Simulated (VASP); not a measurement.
## KI: single point with PBE

KI:

```xyz
2
Lattice="0.0000 3.8289 2.9865 3.8289 0.0000 2.9865 3.8289 3.8289 0.0000" Properties=species:S:1:pos:R:3 pbc="T T T"
K     0.0000    0.0000    0.0000
I     3.8289    3.8289    2.9865
```

This cell differs from its parent crystal: ratio of the length along z to the lengths across it x 0.78, volume and fractional coordinates fixed.

```yaml
Program: VASP 6.6.1
Task: single point
Functional: PBE
Potentials_or_basis: VASP PAW PBE potentials, release 64 (K_sv, I)
Cutoff: 520 eV
k_mesh: 6 × 6 × 6
Occupations: gaussian, width 0.05 eV
Spin: no spin polarisation
```

The pressure is 3.8 GPa. The band gap on the k mesh is 3.62 eV, direct.

Stress tensor (GPa, compression positive):
```
-0.58  0.00  0.00
 0.00 -0.58  0.00
 0.00  0.00 12.44
```

Levels at points of the mesh, in eV from the valence-band top:
```csv
k point,band 4,band 5,band 6,band 7,band 8,band 9,band 10,band 11,band 12,band 13
"(0.00, 0.00, 0.00)",-12.09,-10.79,-0.24,-0.24,0.00,3.62,5.93,5.93,6.43,7.44
"(0.50, 0.00, 0.00)",-12.10,-10.17,-1.62,-0.68,-0.63,5.26,7.20,7.26,8.44,8.79
"(0.50, 0.50, 0.00)",-12.12,-10.62,-0.84,-0.84,-0.76,4.54,6.02,8.50,8.52,8.52
"(0.50, 0.00, 0.50)",-12.09,-10.68,-1.31,-0.36,-0.33,4.91,5.56,7.85,8.09,8.81
```

Wall time 28 s on 1 thread of Intel(R) Xeon(R) Platinum 8375C CPU @ 2.90GHz (Ice Lake), with other jobs on the host, peak memory 0.23 GiB.

Caveat: spin-orbit coupling is left out, which moves the levels of the heavy elements.
